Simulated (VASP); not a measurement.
# MnS (P6_3mc) in VASP: further runs

MnS is run at these levels: PBE, BLYP; tasks: single point.

Program: VASP 6.6.1. These are calculated values, not measurements. Logs are shortened: lines on timing, memory, paths and dates and some standing lists are left out, and cuts for length are marked.

### Step 1. The cell of the first run

Symmetry: P6_3mc, No. 186, hexagonal system. The conventional cell has a = 3.954 Å, b = 3.954 Å, c = 6.343 Å, α = 90.00°, β = 90.00°, γ = 120.00°. Within 3.1 Å of Mn (site symmetry 3m) lie 4 S at 2.36 to 2.42 Å. Within 3.1 Å of S (site symmetry 3m) lie 4 Mn at 2.36 to 2.42 Å.

### Step 2. Single point, PBE, collinear spin, ferromagnetic start

INCAR reads:

```
  PREC = Accurate
  ENCUT = 520
  EDIFF = 1E-7
  ISMEAR = -1
  SIGMA = 0.05
  LREAL = False
  LASPH = True
  NELM = 150
  ALGO = Normal
  ISIF = 2
  LWAVE = False
  LCHARG = True
  ISPIN = 2
  MAGMOM = 8 8 0 0
  LORBIT = 11
  NUPDOWN = 16.0
  LMAXMIX = 4
  GGA = PE
  LELF = True
  LVHAR = True
  NBANDS = 31
```

KPOINTS reads:

```
Automatic mesh
0
Gamma
  7 7 4
```

POSCAR reads:

```
MnS
1.0
    3.9535769233      0.0000000000      0.0000000000
   -1.9767884617      3.4238980514      0.0000000000
    0.0000000000      0.0000000000      6.3425288600
Mn S
2 2
Direct
    0.6666666667      0.3333333333      0.4988446700
    0.3333333333      0.6666666667      0.9988446700
    0.3333333333      0.6666666667      0.6261543000
    0.6666666667      0.3333333333      0.1261543000
```

Potentials or basis: VASP PAW PBE potentials, release 64 (Mn_pv, S).

Command:

```sh
$ cat potpaw_PBE.64/Mn_pv/POTCAR potpaw_PBE.64/S/POTCAR > POTCAR
$ mpirun -np 1 vasp_std > vasp.out
```

OUTCAR:

```text
PREC = Accurate
   ENCUT = 520
   EDIFF = 1E-7
   ISMEAR = -1
   LREAL = False
   LASPH = True
   NELM = 150
   ISIF = 2
   ISPIN = 2
   LORBIT = 11
   NUPDOWN = 16.0
   GGA = PE

 ion  position               nearest neighbor table
   1  0.667  0.333  0.499-   4 2.36   3 2.42   3 2.42   3 2.42
   2  0.333  0.667  0.999-   3 2.36   4 2.42   4 2.42   4 2.42
   3  0.333  0.667  0.626-   2 2.36   1 2.42   1 2.42   1 2.42
   4  0.667  0.333  0.126-   1 2.36   2 2.42   2 2.42   2 2.42

  LATTYP: Found a hexagonal cell.
 ALAT       =     3.9535769233
 C/A-ratio  =     1.6042507792

  Lattice vectors:

 A1 = (   3.9535769233,   0.0000000000,   0.0000000000)
 A2 = (  -1.9767884617,   3.4238980514,   0.0000000000)
 A3 = (   0.0000000000,   0.0000000000,   6.3425288600)

Analysis of symmetry for initial positions (statically):
=====================================================================
 Subroutine PRICEL returns:
 Original cell was already a primitive cell.

 Routine SETGRP: Setting up the symmetry group for a
 hexagonal supercell.

 Subroutine GETGRP returns: Found 12 space group operations
 (whereof  6 operations were pure point group operations)
 out of a pool of 24 trial point group operations.

The static configuration has the point symmetry C_3v.
 The point group associated with its full space group is C_6v.

Analysis of symmetry for dynamics (positions and initial velocities):
=====================================================================
 Subroutine PRICEL returns:
 Original cell was already a primitive cell.

 Routine SETGRP: Setting up the symmetry group for a
 hexagonal supercell.

 Subroutine GETGRP returns: Found 12 space group operations
 (whereof  6 operations were pure point group operations)
 out of a pool of 24 trial point group operations.

The dynamic configuration has the point symmetry C_3v.
 The point group associated with its full space group is C_6v.

Analysis of structural, dynamic, and magnetic symmetry:
=====================================================================
 Subroutine PRICEL returns:
 Original cell was already a primitive cell.

 Routine SETGRP: Setting up the symmetry group for a
 hexagonal supercell.

 Subroutine GETGRP returns: Found 12 space group operations
 (whereof  6 operations were pure point group operations)
 out of a pool of 24 trial point group operations.

The overall configuration has the point symmetry C_3v.
 The point group associated with its full space group is C_6v.

 Subroutine INISYM returns: Found 12 space group operations
 (whereof  6 operations are pure point group operations),
 and found     1 'primitive' translations

----------------------------------------------------------------------------------------

                                     Primitive cell

  volume of cell :      85.8566

  direct lattice vectors                    reciprocal lattice vectors
     3.953576923  0.000000000  0.000000000     0.252935511  0.146032385  0.000000000
    -1.976788462  3.423898051  0.000000000     0.000000000  0.292064771  0.000000000
     0.000000000  0.000000000  6.342528860     0.000000000  0.000000000  0.157665818

  length of vectors
     3.953576923  3.953576923  6.342528860     0.292064771  0.292064771  0.157665818

  position of ions in fractional coordinates (direct lattice)
     0.666666667  0.333333333  0.498844670
     0.333333333  0.666666667  0.998844670
     0.333333333  0.666666667  0.626154300
     0.666666667  0.333333333  0.126154300

  ion indices of the primitive-cell ions
   primitive index   ion index
                 1           1
                 2           2
                 3           3
                 4           4

----------------------------------------------------------------------------------------

 KPOINTS: Automatic mesh

Automatic generation of k-mesh.
 Grid dimensions read from file:
 generate k-points for:    7    7    4

 Generating k-lattice:

  Cartesian coordinates                     Fractional coordinates (reciprocal lattice)
     0.036133644  0.020861769  0.000000000     0.142857143  0.000000000  0.000000000
     0.000000000  0.041723539  0.000000000     0.000000000  0.142857143  0.000000000
     0.000000000  0.000000000  0.039416454     0.000000000  0.000000000  0.250000000

  Length of vectors
     0.041723539  0.041723539  0.039416454

  Shift w.r.t. Gamma in fractional coordinates (k-lattice)
     0.000000000  0.000000000  0.000000000

 Subroutine IBZKPT returns following result:
 ===========================================

 Found     24 irreducible k-points:

 Following reciprocal coordinates:
            Coordinates               Weight
  0.000000  0.000000  0.000000      1.000000
  0.142857  0.000000  0.000000      6.000000
  0.285714  0.000000  0.000000      6.000000
  0.428571  0.000000  0.000000      6.000000
  0.142857  0.142857  0.000000      6.000000
  0.285714  0.142857  0.000000     12.000000
[... 16 lines left out ...]
  0.428571  0.142857  0.500000      6.000000
  0.285714  0.285714  0.500000      6.000000
   k-points           NKPTS =     24   k-points in BZ     NKDIM =     24   number of bands    NBANDS=     31
   number of dos      NEDOS =    301   number of ions     NIONS =      4
   total plane-waves  NPLWV =  43200
   dimension x,y,z NGX =    30 NGY =   30 NGZ =   48
   dimension x,y,z NGXF=    60 NGYF=   60 NGZF=   96
   ions per type =               2   2
   NGX,Y,Z   is equivalent  to a cutoff of  12.61, 12.61, 12.58 a.u.
   NGXF,Y,Z  is equivalent  to a cutoff of  25.23, 25.23, 25.16 a.u.
 SYSTEM =  unknown system
   PREC   = accura    normal or accurate (medium, high low for compatibility)
   ISTART =      0    job   : 0-new  1-cont  2-samecut
   ICHARG =      2    charge: 1-file 2-atom 10-const
   ISPIN  =      2    spin polarized calculation?
   LNONCOLLINEAR =      F non collinear calculations
   LSORBIT =      F    spin-orbit coupling
   LASPH  =      T    aspherical Exc in radial PAW
   ENCUT  =  520.0 eV  38.22 Ry    6.18 a.u.   7.35  7.35 11.79*2*pi/ulx,y,z
   NELM   =    150;   NELMIN=  2; NELMDL= -5     # of ELM steps
   EDIFF  = 0.1E-06   stopping-criterion for ELM
   LREAL  =      F    real-space projection
   EDIFFG = 0.1E-05   stopping-criterion for IOM
   NSW    =      0    number of steps for IOM
   IBRION =     -1    ionic relax: 0-MD 1-quasi-New 2-CG
   NFREE  =      0    steps in history (QN), initial steepest desc. (CG)
   ISIF   =      2    stress and relaxation
   ISYM   =      2    0-nonsym 1-usesym 2-fastsym
   POTIM  = 0.5000    time-step for ionic-motion
   TEBEG  =    0.0;   TEEND  =   0.0 temperature during run
   PSTRESS=    0.0 pullay stress
   NELECT =      38.0000    total number of electrons
   NUPDOWN=      16.0000    fix difference up-down
   EMIN   =  10.00;   EMAX   =-10.00  energy-range for DOS
   EFERMI =   0.00;   METHOD = LEGACY
   ISMEAR =    -1;   SIGMA  =   0.05  broadening in eV -4-tet -1-fermi 0-gaus
   EFERMI_NEDOS =   21; number of points for ismear=-14 and -15
   IALGO  =     38    algorithm
   IMIX   =      4    mixing-type and parameters
     AMIX     =   0.40;   BMIX     =  1.00
     AMIX_MAG =   1.60;   BMIX_MAG =  1.00
  volume/ion in A,a.u.               =      21.46       144.85
  Fermi-wavevector in a.u.,A,eV,Ry     =   1.247608  2.357638 21.177824  1.556526
  Thomas-Fermi vector in A             =   2.381733
   LORBIT       =     11    0 simple, 1 ext, 2 COOP (PROOUT), +10 PAW based schemes
   GGA     = PE    functional components
   LHFCALC =     F    Hartree Fock is set to
   AEXX    =    0.0000 exact exchange contribution
   IVDW    =     0    specifies the selected vdW correction
   LEPSILON=     F    determine dielectric tensor
   LRPA    =     F    only Hartree local field effects (RPA)
 spin polarized calculation
  energy-cutoff  :      520.00
  volume of cell :       85.86
 maximum number of plane-waves:      2340
 NGX is ok and might be reduce to    30
   NGX = 15   NGY = 15   NGZ = 23

 number of electron      37.9999986 magnetization      15.9999993

 Free energy of the ion-electron system (eV)
  ---------------------------------------------------
  ext. energy  EPLUGINS =         0.00000000
  ---------------------------------------------------
  free energy    TOTEN  =        -7.09638783 eV

  energy without entropy =       -7.04628395  energy(sigma->0) =       -7.07133589

 E-fermi :   1.0047     XC(G=0):  -9.6021

 val. band max:        9.0238077939   @ k =   0.1429   0.1429   0.0000
 cond. band min:       1.0102104466   @ k =   0.1429   0.0000   0.0000
 fundamental gap:     -8.0135973473
 Fermi energy:         9.0312008868

 spin component 1

 k-point     1 :       0.0000    0.0000    0.0000
  band No.  band energies     occupation
      1     -46.5711      1.00000
      2     -46.5711      1.00000
      3     -46.5704      1.00000
      4     -46.5704      1.00000
      5     -46.5701      1.00000
      6     -46.5659      1.00000
[... 23 lines left out ...]
     30      10.7169      0.00000
     31      10.7169      0.00000

 k-point     2 :       0.1429    0.0000    0.0000
  band No.  band energies     occupation
      1     -46.5716      1.00000
      2     -46.5713      1.00000
      3     -46.5709      1.00000
      4     -46.5705      1.00000
      5     -46.5698      1.00000
      6     -46.5660      1.00000
[... 23 lines left out ...]
     30      10.4839      0.00000
     31      10.7438      0.00000

 k-point     3 :       0.2857    0.0000    0.0000
  band No.  band energies     occupation
      1     -46.5727      1.00000
      2     -46.5721      1.00000
      3     -46.5716      1.00000
      4     -46.5707      1.00000
      5     -46.5692      1.00000
      6     -46.5664      1.00000
[... 703 lines left out ...]
     30      10.1449      0.00000
     31      11.9493      0.00000

 k-point    24 :       0.2857    0.2857    0.5000
  band No.  band energies     occupation
      1     -46.5732      1.00000
      2     -46.5732      1.00000
      3     -46.5722      1.00000
      4     -46.5722      1.00000
      5     -46.5674      1.00000
      6     -46.5674      1.00000
[... 23 lines left out ...]
     30       9.8144      0.00000
     31      11.7857      0.00000
 Fermi energy:         1.0047402528

 spin component 2

 k-point     1 :       0.0000    0.0000    0.0000
  band No.  band energies     occupation
      1     -41.5820      1.00000
      2     -41.5764      1.00000
      3     -41.5696      1.00000
      4     -41.5696      1.00000
      5     -41.5687      1.00000
      6     -41.5687      1.00000
[... 23 lines left out ...]
     30      13.0649      0.00000
     31      13.0649      0.00000

 k-point     2 :       0.1429    0.0000    0.0000
  band No.  band energies     occupation
      1     -41.5817      1.00000
      2     -41.5765      1.00000
      3     -41.5703      1.00000
      4     -41.5698      1.00000
      5     -41.5693      1.00000
      6     -41.5688      1.00000
[... 23 lines left out ...]
     30      12.8331      0.00000
     31      13.1831      0.00000

 k-point     3 :       0.2857    0.0000    0.0000
  band No.  band energies     occupation
      1     -41.5809      1.00000
      2     -41.5770      1.00000
      3     -41.5717      1.00000
      4     -41.5709      1.00000
      5     -41.5703      1.00000
      6     -41.5691      1.00000
[... 703 lines left out ...]
     30      12.6487      0.00000
     31      14.2610      0.00000

 k-point    24 :       0.2857    0.2857    0.5000
  band No.  band energies     occupation
      1     -41.5791      1.00000
      2     -41.5791      1.00000
      3     -41.5718      1.00000
      4     -41.5718      1.00000
      5     -41.5709      1.00000
      6     -41.5709      1.00000
[... 23 lines left out ...]
     30      12.3731      0.00000
     31      14.0009      0.00000

------------------------ aborting loop because EDIFF is reached ----------------------------------------

  FORCE on cell =-STRESS in cart. coord.  units (eV):
  Direction    XX          YY          ZZ          XY          YZ          ZX
  --------------------------------------------------------------------------------------
  -------------------------------------------------------------------------------------
  Total       17.8366785     17.8366785     18.4198897     -0.0000000      0.0000000      0.0000000
  in kB      332.8519427    332.8519427    343.7353027     -0.0000000      0.0000000      0.0000000
  external PRESSURE =     336.4797293 kB  Pullay stress =       0.0000000 kB

 VOLUME and BASIS-vectors are now :
 -----------------------------------------------------------------------------
  energy-cutoff  :      520.00
  volume of cell :       85.86
      direct lattice vectors                 reciprocal lattice vectors
     3.953576923  0.000000000  0.000000000     0.252935511  0.146032385  0.000000000
    -1.976788462  3.423898051  0.000000000     0.000000000  0.292064771  0.000000000
     0.000000000  0.000000000  6.342528860     0.000000000  0.000000000  0.157665818

 POSITION                                       TOTAL-FORCE (eV/Angst)
 -----------------------------------------------------------------------------------
      1.97679      1.14130      3.16394         0.000000     -0.000000      0.145229
     -0.00000      2.28260      6.33520        -0.000000      0.000000      0.145229
     -0.00000      2.28260      3.97140         0.000000     -0.000000     -0.145229
      1.97679      1.14130      0.80014         0.000000     -0.000000     -0.145229
 -----------------------------------------------------------------------------------
    total drift:                                0.000000      0.000001      0.001835

  FREE ENERGIE OF THE ION-ELECTRON SYSTEM (eV)
  ---------------------------------------------------
  free  energy   TOTEN  =        -7.0963878263 eV

  energy  without entropy=       -7.0462839507  energy(sigma->0) =       -7.07133589

 total charge

# of ion       s       p       d       tot
------------------------------------------
    1        0.390   6.241   4.759  11.391
    2        0.390   6.241   4.759  11.391
    3        1.421   2.120   0.000   3.541
    4        1.421   2.120   0.000   3.541
--------------------------------------------------
tot          3.623  16.723   9.518  29.865

 magnetization (x)

# of ion       s       p       d       tot
------------------------------------------
    1        0.198   0.182   4.544   4.924
    2        0.198   0.182   4.544   4.924
    3        0.106   0.952   0.000   1.058
    4        0.106   0.952   0.000   1.058
--------------------------------------------------
tot          0.609   2.267   9.088  11.964
```

Run time: 2.9 min. Hardware: 1 thread of Intel Xeon 8259CL, shared host; peak memory 0.28 GiB.

Results:

```yaml
Free_energy: -7.0964 eV
Pressure: 33.6 GPa
Largest_force: 0.145 eV/Å
Net_moment: 16.00 μB per cell
Site_moments: Mn +4.92; S +1.06 μB
Valence_electrons_inside_the_program's_atomic_spheres: Mn 11.39; S 3.54
```

Forces in eV/Å, atoms in the order of the input:
```
Mn   0.000  0.000  0.145
Mn   0.000  0.000  0.145
S    0.000  0.000 -0.145
S    0.000  0.000 -0.145
```

Stress tensor (GPa, compression positive):
```
33.29  0.00  0.00
 0.00 33.29  0.00
 0.00  0.00 34.37
```

Caveat: the cell stands under pressure; the total moment is fixed, so each spin has its own Fermi level; only a ferromagnetic start was run, and an antiferromagnetic order may lie lower in energy.

(Continued in part 2 of 2.)
